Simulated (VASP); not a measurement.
# AlAs4 (P-3m1) in VASP: relaxation of cell and atoms with PBE

Aim: the relaxation of cell and atoms of AlAs4 with PBE.

Everything below comes from runs of VASP 6.6.1. Logs are shortened: lines on timing, memory, paths and dates and some standing lists are left out, and cuts for length are marked.

## (1) The cell of the first run

The structure is trigonal, space group P-3m1 (No. 164). The conventional cell has a = 3.850 Å, b = 3.850 Å, c = 16.500 Å, α = 90.00°, β = 90.00°, γ = 120.00°. Al (site symmetry 3m) has 4 As at 2.23 to 2.54 Å within 2.9 Å. As (site symmetry 3m) has 4 Al at 2.23 to 2.54 Å within 2.9 Å. As (site symmetry 3m) has 6 As at 2.58 to 3.36 Å and 3 Al at 3.44 Å within 3.5 Å. Within 3.4 Å of As (site symmetry 3m) lie 6 As at 2.58 to 3.31 Å. Within 3.4 Å of As (site symmetry 3m) lie 6 As at 2.57 to 3.31 Å.

## (2) Relaxation of cell and atoms, PBE

INCAR

```
SYSTEM = AlAs4
PREC     = Accurate       ! precision mode
ENCUT    = 510            ! plane-wave cutoff, eV
EDIFF    = 1E-7           ! SCF threshold, eV
ISMEAR   = 0              ! smearing method
SIGMA    = 0.2            ! smearing width, eV
LREAL    = .False.        ! projectors in reciprocal space
LASPH    = .True.         ! aspherical terms in the spheres
NELM     = 120            ! most SCF steps
ALGO     = Normal         ! electronic algorithm
ISIF     = 3              ! what is computed and relaxed
LWAVE    = .False.        ! write WAVECAR
LCHARG   = .False.        ! write CHGCAR
GGA      = PE             ! functional
IBRION   = 2              ! ionic algorithm
NSW      = 36             ! ionic steps
EDIFFG   = -0.08          ! ionic threshold
GGA_COMPAT= .False.      
NELMIN   = 4
```

KPOINTS

```
Automatic mesh
0
Gamma
  5 5 1
  0 0 0
```

POSCAR

```
AlAs4
1.0
    3.8500000000      0.0000000000      0.0000000000
   -1.9250000000      3.3341978000      0.0000000000
    0.0000000000      0.0000000000     16.5000000000
Al As
2 8
Direct
    0.3333333300      0.6666666700      0.0740000000
    0.6666666700      0.3333333300      0.9260000000
    0.6666666700      0.3333333300      0.0800000000
    0.3333333300      0.6666666700      0.9200000000
    0.0000000000      0.0000000000      0.2330000000
    0.3333333300      0.6666666700      0.3120000000
    0.6666666700      0.3333333300      0.4610000000
    0.3333333300      0.6666666700      0.5390000000
    0.0000000000      0.0000000000      0.7670000000
    0.6666666700      0.3333333300      0.6880000000
```

Potentials or basis: VASP PAW PBE potentials, release 64 (Al, As_d).

Command:

```console
> cat potpaw_PBE.64/Al/POTCAR potpaw_PBE.64/As_d/POTCAR > POTCAR
> mpirun -np 1 vasp_std > vasp.out
```

OUTCAR:

```text
SYSTEM = AlAs4
   PREC = Accurate
   ENCUT = 510
   EDIFF = 1E-7
   ISMEAR = 0
   LREAL = .False.
   LASPH = .True.
   NELM = 120
   ISIF = 3
   GGA = PE
   IBRION = 2
   NSW = 36
   EDIFFG = -0.08
   NELMIN = 4

 ion  position               nearest neighbor table
   1  0.333  0.667  0.074-   3 2.23   3 2.23   3 2.23   4 2.54   2 3.30   2 3.30   2 3.30
   2  0.667  0.333  0.926-   4 2.23   4 2.23   4 2.23   3 2.54   1 3.30   1 3.30   1 3.30
   3  0.667  0.333  0.080-   1 2.23   1 2.23   1 2.23   2 2.54
   4  0.333  0.667  0.920-   2 2.23   2 2.23   2 2.23   1 2.54
   5  0.000  0.000  0.233-   6 2.58   6 2.58   6 2.58
   6  0.333  0.667  0.312-   5 2.58   5 2.58   5 2.58
   7  0.667  0.333  0.461-   8 2.57   8 2.57   8 2.57
   8  0.333  0.667  0.539-   7 2.57   7 2.57   7 2.57
   9  0.000  0.000  0.767-  10 2.58  10 2.58  10 2.58
  10  0.667  0.333  0.688-   9 2.58   9 2.58   9 2.58

  LATTYP: Found a hexagonal cell.
 ALAT       =     3.8500000000
 C/A-ratio  =     4.2857142857

  Lattice vectors:

 A1 = (   3.8500000000,   0.0000000000,   0.0000000000)
 A2 = (  -1.9250000000,   3.3341978000,   0.0000000000)
 A3 = (   0.0000000000,   0.0000000000,  16.5000000000)

Analysis of symmetry for initial positions (statically):
=====================================================================
 Subroutine PRICEL returns:
 Original cell was already a primitive cell.

 Routine SETGRP: Setting up the symmetry group for a
 hexagonal supercell.

 Subroutine GETGRP returns: Found 12 space group operations
 (whereof 12 operations were pure point group operations)
 out of a pool of 24 trial point group operations.

The static configuration has the point symmetry D_3d.

Analysis of symmetry for dynamics (positions and initial velocities):
=====================================================================
 Subroutine PRICEL returns:
 Original cell was already a primitive cell.

 Routine SETGRP: Setting up the symmetry group for a
 hexagonal supercell.

 Subroutine GETGRP returns: Found 12 space group operations
 (whereof 12 operations were pure point group operations)
 out of a pool of 24 trial point group operations.

The dynamic configuration has the point symmetry D_3d.

 Subroutine INISYM returns: Found 12 space group operations
 (whereof 12 operations are pure point group operations),
 and found     1 'primitive' translations

----------------------------------------------------------------------------------------

                                     Primitive cell

  volume of cell :     211.8049

  direct lattice vectors                    reciprocal lattice vectors
     3.850000000  0.000000000  0.000000000     0.259740260  0.149961109  0.000000000
    -1.925000000  3.334197800  0.000000000     0.000000000  0.299922218  0.000000000
[... 81 lines left out ...]
   EDIFF  = 0.1E-06   stopping-criterion for ELM
   LREAL  =      F    real-space projection
   EDIFFG = -.8E-01   stopping-criterion for IOM
   NSW    =     36    number of steps for IOM
   IBRION =      2    ionic relax: 0-MD 1-quasi-New 2-CG
   NFREE  =      1    steps in history (QN), initial steepest desc. (CG)
   ISIF   =      3    stress and relaxation
   ISYM   =      2    0-nonsym 1-usesym 2-fastsym
   POTIM  = 0.5000    time-step for ionic-motion
   TEBEG  =    0.0;   TEEND  =   0.0 temperature during run
   PSTRESS=    0.0 pullay stress
   NELECT =     126.0000    total number of electrons
   NUPDOWN=      -1.0000    fix difference up-down
   EMIN   =  10.00;   EMAX   =-10.00  energy-range for DOS
   EFERMI =   0.00;   METHOD = LEGACY
   ISMEAR =     0;   SIGMA  =   0.20  broadening in eV -4-tet -1-fermi 0-gaus
   EFERMI_NEDOS =   21; number of points for ismear=-14 and -15
   IALGO  =     38    algorithm
   IMIX   =      4    mixing-type and parameters
     AMIX     =   0.40;   BMIX     =  1.00
     AMIX_MAG =   1.60;   BMIX_MAG =  1.00
  volume/ion in A,a.u.               =      21.18       142.93
  Fermi-wavevector in a.u.,A,eV,Ry     =   1.376849  2.601867 25.792746  1.895713
  Thomas-Fermi vector in A             =   2.502056
   LORBIT       =      0    0 simple, 1 ext, 2 COOP (PROOUT), +10 PAW based schemes
   GGA     = PE    functional components
   LHFCALC =     F    Hartree Fock is set to
   AEXX    =    0.0000 exact exchange contribution
   IVDW    =     0    specifies the selected vdW correction
   LEPSILON=     F    determine dielectric tensor
   LRPA    =     F    only Hartree local field effects (RPA)
 conjugate gradient relaxation of ions
 non-spin polarized calculation
 Gauss-broadening in eV      SIGMA  =   0.20
  energy-cutoff  :      510.00
  volume of cell :      211.80
 maximum number of plane-waves:      5573
   NGX = 15   NGY = 15   NGZ = 61

--------------------------------------- Ionic step        1  -------------------------------------------

 number of electron     126.0000024 magnetization

 Free energy of the ion-electron system (eV)
  ---------------------------------------------------
  ext. energy  EPLUGINS =         0.00000000
  ---------------------------------------------------
  free energy    TOTEN  =       -43.53539594 eV

  energy without entropy =      -43.50235725  energy(sigma->0) =      -43.51887660

 E-fermi :   4.0931     XC(G=0): -10.3101

 val. band max:        3.8901320181   @ k =   0.2000   0.0000   0.0000
 cond. band min:       4.1557836348   @ k =   0.0000   0.0000   0.0000
 fundamental gap:      0.2656516168
 Fermi energy:         4.0930765863

 k-point     1 :       0.0000    0.0000    0.0000
  band No.  band energies     occupation
      1     -32.0884      2.00000
      2     -32.0884      2.00000
      3     -32.0551      2.00000
      4     -32.0551      2.00000
      5     -32.0221      2.00000
      6     -32.0008      2.00000
[... 504 lines left out ...]
  FREE ENERGIE OF THE ION-ELECTRON SYSTEM (eV)
  ---------------------------------------------------
  free  energy   TOTEN  =       -44.4164245102 eV

  energy  without entropy=      -44.3956359939  energy(sigma->0) =      -44.40603025

[... ionic steps 4 to 20 ...]

--------------------------------------- Ionic step       21  -------------------------------------------

 number of electron     125.9999987 magnetization

------------------------ aborting loop because EDIFF is reached ----------------------------------------
[... 83 lines left out ...]
--------------------------------------- Ionic step       23  -------------------------------------------

 number of electron     126.0000032 magnetization

 Free energy of the ion-electron system (eV)
  ---------------------------------------------------
  ext. energy  EPLUGINS =         0.00000000
  ---------------------------------------------------
  free energy    TOTEN  =       -45.61810968 eV

  energy without entropy =      -45.60750217  energy(sigma->0) =      -45.61280593

 E-fermi :   2.8564     XC(G=0):  -9.5491

 val. band max:        2.5945221923   @ k =   0.0000   0.0000   0.0000
 cond. band min:       3.1133194679   @ k =   0.4000  -0.0000   0.0000
 fundamental gap:      0.5187972756
 Fermi energy:         2.8564433204

 k-point     1 :       0.0000    0.0000    0.0000
  band No.  band energies     occupation
      1     -33.1894      2.00000
      2     -33.1894      2.00000
      3     -33.1595      2.00000
      4     -33.1595      2.00000
      5     -33.1231      2.00000
      6     -33.1076      2.00000
[... 416 lines left out ...]
  FREE ENERGIE OF THE ION-ELECTRON SYSTEM (eV)
  ---------------------------------------------------
  free  energy   TOTEN  =       -45.6181096842 eV

  energy  without entropy=      -45.6075021701  energy(sigma->0) =      -45.61280593

 reached required accuracy - stopping structural energy minimisation
```

OSZICAR:

```text
N       E                     dE             d eps       ncg     rms          rms(c)
DAV:   1     0.175558707466E+04    0.17556E+04   -0.45642E+04   998   0.799E+03
DAV:   2     0.347238793777E+03   -0.14083E+04   -0.13481E+04   758   0.153E+03
DAV:   3     0.880346685291E+01   -0.33844E+03   -0.32168E+03   766   0.292E+02
[... 331 lines left out ...]
DAV:   8    -0.456181074553E+02   -0.12659E-04   -0.14748E-04   838   0.121E-01    0.480E-03
DAV:   9    -0.456181088065E+02   -0.13512E-05   -0.35353E-05   940   0.165E-01    0.209E-03
DAV:  10    -0.456181091893E+02   -0.38276E-06   -0.68325E-06   894   0.502E-02    0.849E-04
DAV:  11    -0.456181096100E+02   -0.42074E-06   -0.43701E-06   586   0.107E-02    0.431E-04
DAV:  12    -0.456181096842E+02   -0.74167E-07   -0.41224E-08   402   0.354E-03
  23 F= -.45618110E+02 E0= -.45612806E+02  d E =-.295779E-02
```

CONTCAR:

```text
AlAs4
   1.00000000000000
     3.8777722809232533    0.0000000000000000    0.0000000000000000
    -1.9388861404616267    3.3582493007854479   -0.0000000000000000
     0.0000000000000000   -0.0000000000000000   18.8638273858967374
  Al              As
     2     8
Direct
     0.3333333300000021    0.6666666699999979    0.0463380431528265
     0.6666666699999979    0.3333333300000021    0.9536619568471735
     0.6666666699999979    0.3333333300000021    0.0953042838519365
     0.3333333300000021    0.6666666699999979    0.9046957161480635
     0.0000000000000000    0.0000000000000000    0.2489706281942555
     0.3333333300000021    0.6666666699999979    0.3173713370871885
     0.6666666699999979    0.3333333300000021    0.4655451861981743
     0.3333333300000021    0.6666666699999979    0.5344548138018258
     1.0000000000000000    0.0000000000000000    0.7510293718057443
     0.6666666699999979    0.3333333300000021    0.6826286629128115

  0.00000000E+00  0.00000000E+00  0.00000000E+00
  0.00000000E+00  0.00000000E+00  0.00000000E+00
  0.00000000E+00  0.00000000E+00  0.00000000E+00
  0.00000000E+00  0.00000000E+00  0.00000000E+00
  0.00000000E+00  0.00000000E+00  0.00000000E+00
  0.00000000E+00  0.00000000E+00  0.00000000E+00
  0.00000000E+00  0.00000000E+00  0.00000000E+00
  0.00000000E+00  0.00000000E+00  0.00000000E+00
  0.00000000E+00  0.00000000E+00  0.00000000E+00
  0.00000000E+00  0.00000000E+00  0.00000000E+00
```

Run time: 26 min. Hardware: 1 thread of Intel Xeon Platinum 8559C (Emerald Rapids), shared host; peak memory 0.33 GiB.

What came out:

```yaml
Free_energy: -45.6181 eV
Relaxed_volume: 24.57 Å³/atom
Relaxed_cell: a = 3.878 Å, b = 3.878 Å, c = 18.864 Å, α = 90.00°, β = 90.00°, γ = 120.00°
Space_group_after_relaxing_to_0.1_Å: P-3m1 (No. 164)
Energy_gained_by_relaxing: 208.3 meV/atom
Ionic_steps: 23
Pressure_after_relaxing: -0.1 GPa
Largest_force_after_relaxing: 0.067 eV/Å
Band_gap_on_the_k_mesh: 0.52 eV (least direct gap 0.81 eV)
```

Forces on the atoms (eV/Å):
```
Al   0.000  0.000  0.049
Al   0.000  0.000 -0.049
As   0.000  0.000  0.067
As   0.000  0.000 -0.067
As   0.000  0.000  0.063
As   0.000  0.000  0.040
As   0.000  0.000  0.044
As   0.000  0.000 -0.044
As   0.000  0.000 -0.063
As   0.000  0.000 -0.040
```

Stress tensor (GPa, compression positive):
```
-0.21  0.00  0.00
 0.00 -0.21  0.00
 0.00  0.00  0.08
```

Step by step:
| step | energy change (eV) | largest force (eV/Å) | pressure (GPa) | volume (Å³) |
| --- | --- | --- | --- | --- |
| 1 | 0.0000 | 1.6455 | 9.76 | 211.80 |
| 2 | -0.6884 | 0.8431 | -4.02 | 253.76 |
| 3 | -0.8810 | 0.8158 | -0.54 | 238.86 |
| 4 | -1.0344 | 0.7596 | -0.37 | 239.28 |
| 5 | -1.1438 | 0.6608 | -0.04 | 239.96 |
| 6 | -1.2955 | 0.8246 | -0.09 | 240.05 |
| 7 | -1.6670 | 0.8447 | -0.45 | 240.12 |
| 8 | -0.6505 | 2.2477 | -1.85 | 239.43 |
| 9 | -1.7044 | 0.6568 | -0.78 | 240.09 |
| 10 | -1.8582 | 0.6980 | -0.14 | 233.79 |
| 11 | -1.8591 | 0.7155 | -0.09 | 233.31 |
| 12 | -1.9602 | 0.4149 | 0.44 | 231.30 |
| 13 | -1.9911 | 0.1287 | 1.08 | 229.42 |
| 14 | -1.9940 | 0.3359 | -1.00 | 238.09 |
| 15 | -2.0088 | 0.2362 | -0.05 | 233.88 |
| 16 | -2.0362 | 0.1386 | -0.08 | 236.20 |
| 17 | -2.0595 | 0.2108 | -0.01 | 240.85 |
| 18 | -2.0717 | 0.1393 | -0.09 | 242.66 |
| 19 | -2.0720 | 0.1778 | -0.08 | 242.98 |
| 20 | -2.0797 | 0.1015 | 0.25 | 243.47 |
| 21 | -2.0798 | 0.1151 | 0.28 | 243.51 |
| 22 | -2.0813 | 0.0964 | -0.37 | 247.16 |
| 23 | -2.0827 | 0.0671 | -0.11 | 245.65 |

Final structure:
```yaml
crystal:
  lattice:
    - [3.87777, 0.00000, 0.00000]
    - [-1.93889, 3.35825, 0.00000]
    - [0.00000, 0.00000, 18.86383]
  atoms:
    - { symbol: Al, position: [0.33333, 0.66667, 0.04634] }
    - { symbol: Al, position: [0.66667, 0.33333, 0.95366] }
    - { symbol: As, position: [0.66667, 0.33333, 0.09530] }
    - { symbol: As, position: [0.33333, 0.66667, 0.90470] }
    - { symbol: As, position: [0.00000, 0.00000, 0.24897] }
    - { symbol: As, position: [0.33333, 0.66667, 0.31737] }
    - { symbol: As, position: [0.66667, 0.33333, 0.46555] }
    - { symbol: As, position: [0.33333, 0.66667, 0.53445] }
    - { symbol: As, position: [0.00000, 0.00000, 0.75103] }
    - { symbol: As, position: [0.66667, 0.33333, 0.68263] }
```

Levels at points of the mesh, in eV from the valence-band top:
```
           k point  band 60  band 61  band 62  band 63  band 64  band 65  band 66  band 67
(0.00, 0.00, 0.00)    -0.67    -0.55    -0.55     0.00     0.81     1.39     1.52     1.59
```

Caveat: the volume moved by over 15 % at a fixed basis, so the end points are rough; this functional lacks dispersion, which binds layers or chains, so the pressure and a relaxed spacing across them are unreliable; the relaxation stopped at a loose force limit of 0.08 eV/Å, so its end isn't a converged minimum. A k mesh can miss the band edges.
